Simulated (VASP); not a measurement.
# Ge (Fd-3m) in VASP: notebook

The runs below take Ge through single point, relaxation of cell and atoms, with PBE.

All numbers are computed with VASP 6.6.1; they aren't measurements. Logs are shortened: lines on timing, memory, paths and dates and some standing lists are left out, and cuts for length are marked.

## 1. The cell of the first run

The structure is cubic, space group Fd-3m (No. 227). The conventional cell has a = 7.889 Å, b = 7.889 Å, c = 7.889 Å, α = 90.00°, β = 90.00°, γ = 90.00°. Ge (site symmetry -3m) has 12 Ge at 2.79 to 3.27 Å within 3.7 Å. Within 4.3 Å of Ge (site symmetry -43m) lie 16 Ge at 3.27 to 3.42 Å.

## 2. Single point, PBE

Contents of INCAR:

```
  PREC = Accurate
  ENCUT = 520
  EDIFF = 1E-6
  ISMEAR = 0
  SIGMA = 0.1
  LREAL = False
  LASPH = True
  NELM = 100
  ALGO = Normal
  ISIF = 2
  LWAVE = False
  LCHARG = False
  GGA = PE
  NBANDS = 51
```

Contents of KPOINTS:

```
Automatic mesh
0
Gamma
  4 4 4
```

Contents of POSCAR:

```
Ge
1.0
    0.0000000000      3.9442847900      3.9442847900
    3.9442847900      0.0000000000      3.9442847900
    3.9442847900      3.9442847900      0.0000000000
Ge
6
Direct
    0.6250000000      0.6250000000      0.1250000000
    0.2500000000      0.2500000000      0.2500000000
    0.6250000000      0.6250000000      0.6250000000
    0.1250000000      0.6250000000      0.6250000000
    0.6250000000      0.1250000000      0.6250000000
    0.0000000000      0.0000000000      0.0000000000
```

Potentials or basis: VASP PAW PBE potentials, release 64 (Ge_d).

Launch:

```bash
cat potpaw_PBE.64/Ge_d/POTCAR > POTCAR
mpirun -np 1 vasp_std > vasp.out
```

OUTCAR:

```text
PREC = Accurate
   ENCUT = 520
   EDIFF = 1E-6
   ISMEAR = 0
   LREAL = False
   LASPH = True
   NELM = 100
   ISIF = 2
   GGA = PE

 ion  position               nearest neighbor table
   1  0.625  0.625  0.125-   3 2.79   3 2.79   4 2.79   5 2.79   5 2.79   4 2.79
   2  0.250  0.250  0.250-
   3  0.625  0.625  0.625-   1 2.79   4 2.79   5 2.79   1 2.79   5 2.79   4 2.79
   4  0.125  0.625  0.625-   3 2.79   1 2.79   5 2.79   1 2.79   3 2.79   5 2.79
   5  0.625  0.125  0.625-   3 2.79   1 2.79   1 2.79   3 2.79   4 2.79   4 2.79
   6  0.000  0.000  0.000-

  LATTYP: Found a face centered cubic cell.
 ALAT       =     7.8885695800

  Lattice vectors:

 A1 = (   0.0000000000,   3.9442847900,   3.9442847900)
 A2 = (   3.9442847900,   0.0000000000,   3.9442847900)
 A3 = (   3.9442847900,   3.9442847900,   0.0000000000)

Analysis of symmetry for initial positions (statically):
=====================================================================
 Subroutine PRICEL returns:
 Original cell was already a primitive cell.

 Routine SETGRP: Setting up the symmetry group for a
 face centered cubic supercell.

 Subroutine GETGRP returns: Found 48 space group operations
 (whereof 24 operations were pure point group operations)
 out of a pool of 48 trial point group operations.

The static configuration has the point symmetry T_d .
 The point group associated with its full space group is O_h .

Analysis of symmetry for dynamics (positions and initial velocities):
=====================================================================
 Subroutine PRICEL returns:
 Original cell was already a primitive cell.

 Routine SETGRP: Setting up the symmetry group for a
 face centered cubic supercell.

 Subroutine GETGRP returns: Found 48 space group operations
 (whereof 24 operations were pure point group operations)
 out of a pool of 48 trial point group operations.

The dynamic configuration has the point symmetry T_d .
 The point group associated with its full space group is O_h .

 Subroutine INISYM returns: Found 48 space group operations
 (whereof 24 operations are pure point group operations),
 and found     1 'primitive' translations

----------------------------------------------------------------------------------------

                                     Primitive cell

  volume of cell :     122.7255

  direct lattice vectors                    reciprocal lattice vectors
     0.000000000  3.944284790  3.944284790    -0.126765694  0.126765694  0.126765694
     3.944284790  0.000000000  3.944284790     0.126765694 -0.126765694  0.126765694
     3.944284790  3.944284790  0.000000000     0.126765694  0.126765694 -0.126765694

  length of vectors
     5.578061044  5.578061044  5.578061044     0.219564623  0.219564623  0.219564623

  position of ions in fractional coordinates (direct lattice)
     0.625000000  0.625000000  0.125000000
     0.250000000  0.250000000  0.250000000
     0.625000000  0.625000000  0.625000000
     0.125000000  0.625000000  0.625000000
     0.625000000  0.125000000  0.625000000
     0.000000000  0.000000000  0.000000000

  ion indices of the primitive-cell ions
   primitive index   ion index
                 1           1
                 2           2
                 3           3
                 4           4
                 5           5
                 6           6

----------------------------------------------------------------------------------------

 KPOINTS: Automatic mesh

Automatic generation of k-mesh.
 Grid dimensions read from file:
 generate k-points for:    4    4    4

 Generating k-lattice:

  Cartesian coordinates                     Fractional coordinates (reciprocal lattice)
    -0.031691424  0.031691424  0.031691424     0.250000000  0.000000000  0.000000000
     0.031691424 -0.031691424  0.031691424     0.000000000  0.250000000  0.000000000
     0.031691424  0.031691424 -0.031691424     0.000000000  0.000000000  0.250000000

  Length of vectors
     0.054891156  0.054891156  0.054891156

  Shift w.r.t. Gamma in fractional coordinates (k-lattice)
     0.000000000  0.000000000  0.000000000

 Subroutine IBZKPT returns following result:
 ===========================================

 Found      8 irreducible k-points:

 Following reciprocal coordinates:
            Coordinates               Weight
  0.000000  0.000000  0.000000      1.000000
  0.250000  0.000000  0.000000      8.000000
  0.500000  0.000000  0.000000      4.000000
  0.250000  0.250000  0.000000      6.000000
  0.500000  0.250000  0.000000     24.000000
 -0.250000  0.250000  0.000000     12.000000
  0.500000  0.500000  0.000000      3.000000
 -0.250000  0.500000  0.250000      6.000000
   k-points           NKPTS =      8   k-points in BZ     NKDIM =      8   number of bands    NBANDS=     51
   number of dos      NEDOS =    301   number of ions     NIONS =      6
   total plane-waves  NPLWV =  74088
   dimension x,y,z NGX =    42 NGY =   42 NGZ =   42
   dimension x,y,z NGXF=    84 NGYF=   84 NGZF=   84
   ions per type =               6
   NGX,Y,Z   is equivalent  to a cutoff of  12.52, 12.52, 12.52 a.u.
   NGXF,Y,Z  is equivalent  to a cutoff of  25.03, 25.03, 25.03 a.u.
 SYSTEM =  unknown system
   PREC   = accura    normal or accurate (medium, high low for compatibility)
   ISTART =      0    job   : 0-new  1-cont  2-samecut
   ICHARG =      2    charge: 1-file 2-atom 10-const
   ISPIN  =      1    spin polarized calculation?
   LNONCOLLINEAR =      F non collinear calculations
   LSORBIT =      F    spin-orbit coupling
   LASPH  =      T    aspherical Exc in radial PAW
   ENCUT  =  520.0 eV  38.22 Ry    6.18 a.u.  10.37 10.37 10.37*2*pi/ulx,y,z
   NELM   =    100;   NELMIN=  2; NELMDL= -5     # of ELM steps
   EDIFF  = 0.1E-05   stopping-criterion for ELM
   LREAL  =      F    real-space projection
   EDIFFG = 0.1E-04   stopping-criterion for IOM
   NSW    =      0    number of steps for IOM
   IBRION =     -1    ionic relax: 0-MD 1-quasi-New 2-CG
   NFREE  =      0    steps in history (QN), initial steepest desc. (CG)
   ISIF   =      2    stress and relaxation
   ISYM   =      2    0-nonsym 1-usesym 2-fastsym
   POTIM  = 0.5000    time-step for ionic-motion
   TEBEG  =    0.0;   TEEND  =   0.0 temperature during run
   PSTRESS=    0.0 pullay stress
   NELECT =      84.0000    total number of electrons
   NUPDOWN=      -1.0000    fix difference up-down
   EMIN   =  10.00;   EMAX   =-10.00  energy-range for DOS
   EFERMI =   0.00;   METHOD = LEGACY
   ISMEAR =     0;   SIGMA  =   0.10  broadening in eV -4-tet -1-fermi 0-gaus
   EFERMI_NEDOS =   21; number of points for ismear=-14 and -15
   IALGO  =     38    algorithm
   IMIX   =      4    mixing-type and parameters
     AMIX     =   0.40;   BMIX     =  1.00
     AMIX_MAG =   1.60;   BMIX_MAG =  1.00
  volume/ion in A,a.u.               =      20.45       138.03
  Fermi-wavevector in a.u.,A,eV,Ry     =   1.442745  2.726393 28.320717  2.081514
  Thomas-Fermi vector in A             =   2.561231
   LORBIT       =      0    0 simple, 1 ext, 2 COOP (PROOUT), +10 PAW based schemes
   GGA     = PE    functional components
   LHFCALC =     F    Hartree Fock is set to
   AEXX    =    0.0000 exact exchange contribution
   IVDW    =     0    specifies the selected vdW correction
   LEPSILON=     F    determine dielectric tensor
   LRPA    =     F    only Hartree local field effects (RPA)
 non-spin polarized calculation
 Gauss-broadening in eV      SIGMA  =   0.10
  energy-cutoff  :      520.00
  volume of cell :      122.73
 maximum number of plane-waves:      3327
 NGX is ok and might be reduce to    42
   NGX = 21   NGY = 21   NGZ = 21

 number of electron      83.9999987 magnetization

 Free energy of the ion-electron system (eV)
  ---------------------------------------------------
  ext. energy  EPLUGINS =         0.00000000
  ---------------------------------------------------
  free energy    TOTEN  =       -24.22575793 eV

  energy without entropy =      -24.19724605  energy(sigma->0) =      -24.21150199

 E-fermi :   6.0377     XC(G=0): -10.8728

 val. band max:        5.8194192228   @ k =  -0.2500   0.5000   0.2500
 cond. band min:       6.0387472800   @ k =   0.5000   0.0000   0.0000
 fundamental gap:      0.2193280572
 Fermi energy:         6.0377368701

 k-point     1 :       0.0000    0.0000    0.0000
  band No.  band energies     occupation
      1     -18.9054      2.00000
      2     -18.8548      2.00000
      3     -18.8548      2.00000
      4     -18.8548      2.00000
      5     -18.8508      2.00000
      6     -18.8508      2.00000
[... 43 lines left out ...]
     50      12.1713      0.00000
     51      12.1713      0.00000

 k-point     2 :       0.2500    0.0000    0.0000
  band No.  band energies     occupation
      1     -18.8887      2.00000
      2     -18.8499      2.00000
      3     -18.8499      2.00000
      4     -18.8454      2.00000
      5     -18.8333      2.00000
      6     -18.8333      2.00000
[... 43 lines left out ...]
     50      11.1454      0.00000
     51      12.3128      0.00000

 k-point     3 :       0.5000    0.0000    0.0000
  band No.  band energies     occupation
      1     -18.8749      2.00000
      2     -18.8465      2.00000
      3     -18.8464      2.00000
      4     -18.8345      2.00000
      5     -18.8281      2.00000
      6     -18.8281      2.00000
[... 43 lines left out ...]
     50      10.7881      0.00000
     51      10.7881      0.00000

 k-point     4 :       0.2500    0.2500    0.0000
  band No.  band energies     occupation
      1     -18.8811      2.00000
      2     -18.8504      2.00000
      3     -18.8426      2.00000
      4     -18.8351      2.00000
      5     -18.8351      2.00000
      6     -18.8303      2.00000
[... 43 lines left out ...]
     50      11.5253      0.00000
     51      11.5254      0.00000

 k-point     5 :       0.5000    0.2500    0.0000
  band No.  band energies     occupation
      1     -18.8607      2.00000
      2     -18.8405      2.00000
      3     -18.8354      2.00000
      4     -18.8305      2.00000
      5     -18.8302      2.00000
      6     -18.8282      2.00000
[... 43 lines left out ...]
     50       9.8736      0.00000
     51      10.1536      0.00000

 k-point     6 :      -0.2500    0.2500    0.0000
  band No.  band energies     occupation
      1     -18.8677      2.00000
      2     -18.8423      2.00000
      3     -18.8402      2.00000
      4     -18.8324      2.00000
      5     -18.8280      2.00000
      6     -18.8278      2.00000
[... 43 lines left out ...]
     50       9.7282      0.00000
     51      10.4856      0.00000

 k-point     7 :       0.5000    0.5000    0.0000
  band No.  band energies     occupation
      1     -18.8515      2.00000
      2     -18.8515      2.00000
      3     -18.8316      2.00000
      4     -18.8316      2.00000
      5     -18.8308      2.00000
      6     -18.8308      2.00000
[... 43 lines left out ...]
     50       8.3512      0.00000
     51       9.5279      0.00000

 k-point     8 :      -0.2500    0.5000    0.2500
  band No.  band energies     occupation
      1     -18.8369      2.00000
      2     -18.8369      2.00000
      3     -18.8338      2.00000
      4     -18.8338      2.00000
      5     -18.8320      2.00000
      6     -18.8319      2.00000
[... 43 lines left out ...]
     50       9.9390      0.00000
     51      10.2950      0.00000

------------------------ aborting loop because EDIFF is reached ----------------------------------------

  FORCE on cell =-STRESS in cart. coord.  units (eV):
  Direction    XX          YY          ZZ          XY          YZ          ZX
  --------------------------------------------------------------------------------------
  -------------------------------------------------------------------------------------
  Total       -0.2225120     -0.2225120     -0.2225120      0.0000000      0.0000000      0.0000000
  in kB       -2.9048872     -2.9048872     -2.9048872      0.0000000      0.0000000      0.0000000
  external PRESSURE =      -2.9048872 kB  Pullay stress =       0.0000000 kB

 VOLUME and BASIS-vectors are now :
 -----------------------------------------------------------------------------
  energy-cutoff  :      520.00
  volume of cell :      122.73
      direct lattice vectors                 reciprocal lattice vectors
     0.000000000  3.944284790  3.944284790    -0.126765694  0.126765694  0.126765694
     3.944284790  0.000000000  3.944284790     0.126765694 -0.126765694  0.126765694
     3.944284790  3.944284790  0.000000000     0.126765694  0.126765694 -0.126765694

 POSITION                                       TOTAL-FORCE (eV/Angst)
 -----------------------------------------------------------------------------------
      2.95821      2.95821      4.93036         0.000000      0.000000     -0.000000
      1.97214      1.97214      1.97214         0.000000      0.000000      0.000000
      4.93036      4.93036      4.93036         0.000000      0.000000      0.000000
      4.93036      2.95821      2.95821         0.000000      0.000000      0.000000
      2.95821      4.93036      2.95821         0.000000      0.000000     -0.000000
      0.00000      0.00000      0.00000        -0.000000     -0.000000     -0.000000
 -----------------------------------------------------------------------------------
    total drift:                                0.000000      0.000000      0.000000

  FREE ENERGIE OF THE ION-ELECTRON SYSTEM (eV)
  ---------------------------------------------------
  free  energy   TOTEN  =       -24.2257579284 eV

  energy  without entropy=      -24.1972460532  energy(sigma->0) =      -24.21150199
```

Wall time 37 s (1 thread of AMD EPYC 9R45 (Zen 5), shared host); peak memory 0.22 GiB.

Results:

```yaml
Free_energy: -24.2258 eV
Pressure: -0.3 GPa
Band_gap_on_the_k_mesh: zero (band 42 reaches 6.39 eV, above the bottom of band 43 at 4.70 eV)
```

(Part 1 of 2 ends here.)
